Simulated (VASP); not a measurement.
A run of VASP 6.6.1 is set up as follows.

File INCAR:

```
SYSTEM = PbS
PREC = Accurate
ENCUT = 520
EDIFF = 1E-6
ISMEAR = -1
SIGMA = 0.02
LREAL = .False.
LASPH = .True.
NELM = 80
ALGO = Normal
ISIF = 2
LWAVE = .False.
LCHARG = .False.
GGA = PE
NBANDS = 17
```

The input KPOINTS:

```
Automatic mesh
0
Gamma
  8 8 8
  0 0 0
```

POSCAR

```
PbS
1.0
    0.0000000000      3.0038467816      3.0038467816
    3.0038467816      0.0000000000      3.0038467816
    3.0038467816      3.0038467816      0.0000000000
Pb S
1 1
Direct
    0.0000000000      0.0000000000      0.0000000000
    0.5000000000      0.5000000000      0.5000000000
```

Potentials or basis: VASP PAW PBE potentials, release 64 (Pb_d, S).

Launch:

```bash
$ cat potpaw_PBE.64/Pb_d/POTCAR potpaw_PBE.64/S/POTCAR > POTCAR
$ mpirun -np 1 vasp_std > vasp.out
```

**Question.** Estimate the band gap on the k mesh.

**Answer.** 0.50 eV, direct.

**Question.** Predict the pressure.

**Answer.** 0.0 GPa.

Caveat: spin-orbit coupling is left out, which moves the levels of the heavy elements. A k mesh can miss the band edges.
